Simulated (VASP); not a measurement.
# Au (C2/m) in VASP: further runs

Runs on Au. Level: PBEsol. Tasks: single point.

Everything below comes from runs of VASP 6.6.1. Logs are shortened: lines on timing, memory, paths and dates and some standing lists are left out, and cuts for length are marked.

## (1) The cell of the first run

The structure is monoclinic, space group C2/m (No. 12). The conventional cell has a = 5.112 Å, b = 2.823 Å, c = 4.893 Å, α = 90.00°, β = 90.00°, γ = 90.00°. Au (site symmetry m) has 12 Au at 2.71 to 3.23 Å within 3.6 Å.

## (2) Single point, PBEsol (atom 1 (Au) moved by (+0.000, -0.300) A along x and z)

Contents of INCAR:

```
ALGO = Fast ; EDIFF = 1E-6
ENCUT = 520 ; GGA = PS
ISIF = 2 ; ISMEAR = 0
LASPH = True ; LCHARG = False
LREAL = False ; LWAVE = False
NBANDS = 18 ; NELM = 60
PREC = Accurate ; SIGMA = 0.15
```

Contents of KPOINTS:

```
k-points
0
Gamma
  20 20 10
```

Contents of POSCAR:

```
Au
1.0
    1.4113099650     -2.5559330250      0.0000000000
    1.4113099650      2.5559330250      0.0000000000
    0.0000000000      0.0000000000      4.8931696100
Au
2
Direct
    0.6653279700      0.3346720300      0.1886900468
    0.3346720300      0.6653279700      0.7500000000
```

Potentials or basis: VASP PAW PBE potentials, release 64 (Au).

On the command line:

```
cat potpaw_PBE.64/Au/POTCAR > POTCAR
mpirun -np 1 vasp_std > vasp.out
```

OUTCAR:

```text
EDIFF = 1E-6
   ENCUT = 520
   GGA = PS
   ISIF = 2
   ISMEAR = 0
   LASPH = True
   LREAL = False
   NELM = 60
   PREC = Accurate

 ion  position               nearest neighbor table
   1  0.665  0.335  0.189-   2 2.71   2 2.71   2 2.73   2 3.21   2 3.21   2 3.23
   2  0.335  0.665  0.750-   1 2.71   1 2.71   1 2.73   1 3.21   1 3.21   1 3.23

  LATTYP: Found a base centered orthorhombic cell.
 ALAT       =     2.8226199300
 B/A-ratio  =     1.8110359088
 C/A-ratio  =     1.7335559627

  Lattice vectors:

 A1 = (   1.4113099650,  -2.5559330250,   0.0000000000)
 A2 = (   1.4113099650,   2.5559330250,   0.0000000000)
 A3 = (   0.0000000000,   0.0000000000,   4.8931696100)

Analysis of symmetry for initial positions (statically):
=====================================================================
 Subroutine PRICEL returns:
 Original cell was already a primitive cell.

 Routine SETGRP: Setting up the symmetry group for a
 base centered orthorhombic supercell.

 Subroutine GETGRP returns: Found  4 space group operations
 (whereof  2 operations were pure point group operations)
 out of a pool of  8 trial point group operations.

The static configuration has the point symmetry C_1h.
 The point group associated with its full space group is C_2h.

Analysis of symmetry for dynamics (positions and initial velocities):
=====================================================================
 Subroutine PRICEL returns:
 Original cell was already a primitive cell.

 Routine SETGRP: Setting up the symmetry group for a
 base centered orthorhombic supercell.

 Subroutine GETGRP returns: Found  4 space group operations
 (whereof  2 operations were pure point group operations)
 out of a pool of  8 trial point group operations.

The dynamic configuration has the point symmetry C_1h.
 The point group associated with its full space group is C_2h.

 Subroutine INISYM returns: Found  4 space group operations
 (whereof  2 operations are pure point group operations),
 and found     1 'primitive' translations

----------------------------------------------------------------------------------------

                                     Primitive cell

  volume of cell :      35.3014

  direct lattice vectors                    reciprocal lattice vectors
[... 84 lines left out ...]
   LASPH  =      T    aspherical Exc in radial PAW
   ENCUT  =  520.0 eV  38.22 Ry    6.18 a.u.   5.43  5.43  9.10*2*pi/ulx,y,z
   NELM   =     60;   NELMIN=  2; NELMDL= -5     # of ELM steps
   EDIFF  = 0.1E-05   stopping-criterion for ELM
   LREAL  =      F    real-space projection
   EDIFFG = 0.1E-04   stopping-criterion for IOM
   NSW    =      0    number of steps for IOM
   IBRION =     -1    ionic relax: 0-MD 1-quasi-New 2-CG
   NFREE  =      0    steps in history (QN), initial steepest desc. (CG)
   ISIF   =      2    stress and relaxation
   ISYM   =      2    0-nonsym 1-usesym 2-fastsym
   POTIM  = 0.5000    time-step for ionic-motion
   TEBEG  =    0.0;   TEEND  =   0.0 temperature during run
   PSTRESS=    0.0 pullay stress
   NELECT =      22.0000    total number of electrons
   NUPDOWN=      -1.0000    fix difference up-down
   EMIN   =  10.00;   EMAX   =-10.00  energy-range for DOS
   EFERMI =   0.00;   METHOD = LEGACY
   ISMEAR =     0;   SIGMA  =   0.15  broadening in eV -4-tet -1-fermi 0-gaus
   EFERMI_NEDOS =   21; number of points for ismear=-14 and -15
   IALGO  =     68    algorithm
   IMIX   =      4    mixing-type and parameters
     AMIX     =   0.40;   BMIX     =  1.00
     AMIX_MAG =   1.60;   BMIX_MAG =  1.00
  volume/ion in A,a.u.               =      17.65       119.11
  Fermi-wavevector in a.u.,A,eV,Ry     =   1.398358  2.642513 26.604898  1.955405
  Thomas-Fermi vector in A             =   2.521524
   LORBIT       =      0    0 simple, 1 ext, 2 COOP (PROOUT), +10 PAW based schemes
   GGA     = PS    functional components
   LHFCALC =     F    Hartree Fock is set to
   AEXX    =    0.0000 exact exchange contribution
   IVDW    =     0    specifies the selected vdW correction
   LEPSILON=     F    determine dielectric tensor
   LRPA    =     F    only Hartree local field effects (RPA)
 non-spin polarized calculation
 RMM-DIIS sequential band-by-band and
 Gauss-broadening in eV      SIGMA  =   0.15
  energy-cutoff  :      520.00
  volume of cell :       35.30
 maximum number of plane-waves:       968
 NGX is ok and might be reduce to    24
   NGX = 11   NGY = 11   NGZ = 19

 number of electron      21.9999999 magnetization

 Free energy of the ion-electron system (eV)
  ---------------------------------------------------
  ext. energy  EPLUGINS =         0.00000000
  ---------------------------------------------------
  free energy    TOTEN  =        -7.51908232 eV

  energy without entropy =       -7.51279907  energy(sigma->0) =       -7.51594070

 E-fermi :   8.7396     XC(G=0): -12.6310

 val. band max:        8.7330106128   @ k =   0.5000   0.0500   0.2000
 cond. band min:       8.7446521860   @ k =   0.4000  -0.1500   0.4000
 fundamental gap:      0.0116415732
 Fermi energy:         8.7396170606

 k-point     1 :       0.0000    0.0000    0.0000
  band No.  band energies     occupation
      1      -0.9851      2.00000
      2       1.4044      2.00000
      3       3.8432      2.00000
      4       4.0271      2.00000
      5       4.1694      2.00000
      6       4.4266      2.00000
[... 481 lines left out ...]
      5       4.2681      2.00000
      6       4.4712      2.00000
[... 10 lines left out ...]
     17      23.0570      0.00000
     18      24.5503      0.00000

 [... further k-points ...]

------------------------ aborting loop because EDIFF is reached ----------------------------------------

  FORCE on cell =-STRESS in cart. coord.  units (eV):
  Direction    XX          YY          ZZ          XY          YZ          ZX
  --------------------------------------------------------------------------------------
  -------------------------------------------------------------------------------------
  Total        0.3229161     -0.0381604      1.0781440      0.0000000      0.1444306      0.0000000
  in kB       14.6557545     -1.7319352     48.9322548      0.0000000      6.5550730      0.0000000
  external PRESSURE =      20.6186913 kB  Pullay stress =       0.0000000 kB

 VOLUME and BASIS-vectors are now :
 -----------------------------------------------------------------------------
  energy-cutoff  :      520.00
  volume of cell :       35.30
      direct lattice vectors                 reciprocal lattice vectors
     1.411309965 -2.555933025  0.000000000     0.354280783 -0.195623279  0.000000000
     1.411309965  2.555933025  0.000000000     0.354280783  0.195623279  0.000000000
     0.000000000  0.000000000  4.893169610     0.000000000  0.000000000  0.204366511

 POSITION                                       TOTAL-FORCE (eV/Angst)
 -----------------------------------------------------------------------------------
      1.41131     -0.84513      0.92329         0.000000      0.057453      2.109067
      1.41131      0.84513      3.66988         0.000000     -0.057453     -2.109067
 -----------------------------------------------------------------------------------
    total drift:                               -0.000000      0.000001      0.000002

  FREE ENERGIE OF THE ION-ELECTRON SYSTEM (eV)
  ---------------------------------------------------
  free  energy   TOTEN  =        -7.5190823213 eV

  energy  without entropy=       -7.5127990702  energy(sigma->0) =       -7.51594070
```

stdout:

```text
POSCAR found type information on POSCAR Au
 POSCAR found :  1 types and       2 ions
 scaLAPACK will be used
 -----------------------------------------------------------------------------
|                                                                             |
|                                                                             |
|     You enforced a specific xc type in the INCAR file but a different       |
|     I HOPE YOU KNOW WHAT YOU ARE DOING!                                     |
|                                                                             |
 -----------------------------------------------------------------------------

 LDA part: xc-table for (Slater+PW92), standard interpolation
 POSCAR, INCAR and KPOINTS ok, starting setup
 FFT: planning ... GRIDC
 FFT: planning ... GRID_SOFT
 FFT: planning ... GRID
 WAVECAR not read
 entering main loop
```

Wall time 6 min (1 thread of Intel Xeon Platinum 8488C (Sapphire Rapids), shared host); peak memory 0.61 GiB.

Results:

```yaml
Free_energy: -7.5191 eV
Pressure: 2.1 GPa
Largest_force: 2.110 eV/Å
Band_gap_on_the_k_mesh: zero (bands 11 and 12 overlap by 5.83 eV)
```

Forces in eV/Å, atoms in the order of the input:
```
Au   0.000  0.057  2.109
Au   0.000 -0.057 -2.109
```

Caveat: the cell differs from its parent crystal (atom 1 (Au) moved by (+0.000, -0.300) A along x and z); the stress differs along the axes, from -0 to 5 GPa; the PAW data sets were made with another functional, which shifts forces and pressure a little; spin-orbit coupling is left out, which moves the levels of the heavy elements.

## (3) Single point, PBEsol (atom 1 (Au) moved by (+0.000, -0.150) A along x and z)

Contents of INCAR:

```
ALGO = Fast
EDIFF = 1E-6
ENCUT = 520
GGA = PS
ISIF = 2
ISMEAR = 0
LASPH = T
LCHARG = T
LELF = T
LREAL = F
LVHAR = T
LWAVE = F
NBANDS = 18
NELM = 100
PREC = Accurate
SIGMA = 0.15
```

KPOINTS is that of step 2.

POSCAR, as its differences from that of step 2:

```diff
@@ -8,3 +8,3 @@
 Direct
-    0.6653279700      0.3346720300      0.1886900468
+    0.6653279700      0.3346720300      0.2193450234
     0.3346720300      0.6653279700      0.7500000000
```

Potentials or basis: VASP PAW PBE potentials, release 64 (Au).

On the command line:

```
cat potpaw_PBE.64/Au/POTCAR > POTCAR
mpirun -np 1 vasp_std > vasp.out
```

Wall time 5.1 min (1 thread of Intel Xeon Platinum 8488C (Sapphire Rapids), shared host); peak memory 0.61 GiB.

Results (log left out):

| Property | Result |
| --- | --- |
| Free energy | -7.7402 eV |
| Pressure | -3.7 GPa |
| Largest force | 0.913 eV/Å |
| Band gap on the k mesh | zero (bands 11 and 12 overlap by 6.12 eV) |

Forces in eV/Å, atoms in the order of the input:
```
Au   0.000  0.021  0.913
Au   0.000 -0.021 -0.913
```

Stress tensor (GPa, compression positive):
```
-2.81  0.00  0.00
 0.00 -4.63  0.27
 0.00  0.27 -3.53
```

Levels at points of the mesh, in eV from the Fermi level:
```csv
k point,band 8,band 9,band 10,band 11,band 12,band 13,band 14,band 15
"(0.00, 0.00, 0.00)",-3.45,-3.26,-2.13,-2.05,-1.04,2.31,14.49,15.73
"(0.50, 0.00, 0.00)",-1.94,-1.80,-1.61,0.49,1.72,5.63,7.15,7.41
"(0.50, 0.50, 0.00)",-1.87,-1.86,-1.66,0.21,1.25,5.23,6.66,7.08
"(0.00, 0.00, 0.50)",-4.19,-2.81,-2.64,-2.42,-2.29,9.19,11.24,14.73
"(0.50, 0.00, 0.50)",-2.30,-1.72,-1.63,0.49,0.80,3.85,4.21,12.60
"(0.50, 0.50, 0.50)",-2.28,-1.80,-1.71,0.12,0.42,3.28,3.67,12.19
```

Caveat: the cell differs from its parent crystal (atom 1 (Au) moved by (+0.000, -0.150) A along x and z); the cell stands under tension; the PAW data sets were made with another functional, which shifts forces and pressure a little; spin-orbit coupling is left out, which moves the levels of the heavy elements.
